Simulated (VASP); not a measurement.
Set up this calculation in VASP 6.6.1, as the native input.

| Quantity | Value |
| --- | --- |
| Task | single point |
| Functional | PBEsol |
| Potentials or basis | VASP PAW PBE potentials, release 64 (Sr_sv) |
| Cutoff | 520 eV |
| k mesh | 10 × 10 × 10 |
| Occupations | gaussian, width 0.03 eV |
| Spin | no spin polarisation |
| Dipole correction | no |
| Further INCAR settings | ALGO = Normal; EDIFF = 1e-06; NBANDS = 11 |

The structure of Sr lies in POSCAR:

```
Sr
1.0
    0.0000000000      3.1640440000      3.1640440000
    3.1640440000      0.0000000000      3.1640440000
    3.1640440000      3.1640440000      0.0000000000
Sr
1
Direct
    0.0000000000      0.0000000000      0.0000000000
```

This cell differs from its parent crystal: strain +0.040 along x and y, +0.040 along z.

These files were run (other wordings do the same):

INCAR

```
SYSTEM = Sr
  PREC = Accurate
  ENCUT = 520
  EDIFF = 1E-6
  ISMEAR = 0
  SIGMA = 0.03
  LREAL = .False.
  LASPH = .True.
  NELM = 100
  ALGO = Normal
  ISIF = 2
  LWAVE = .False.
  LCHARG = .False.
  GGA = PS
  NBANDS = 11
```

KPOINTS

```
regular mesh
0
Gamma
  10 10 10
  0 0 0
```

Potentials or basis: VASP PAW PBE potentials, release 64 (Sr_sv).

The run is started by

```sh
$ cat potpaw_PBE.64/Sr_sv/POTCAR > POTCAR
$ mpirun -np 1 vasp_std > vasp.out
```

Results of the run:

The pressure is -1.7 GPa. The band gap on the k mesh is zero (bands 5 and 6 overlap by 0.15 eV).

Caveat: the cell differs from its parent crystal (strain +0.040 along x and y, +0.040 along z); the PAW data sets were made with another functional, which shifts forces and pressure a little.

Run time: 39 s on 1 thread of Intel Xeon 8259CL (shared host), peak memory 0.21 GiB.
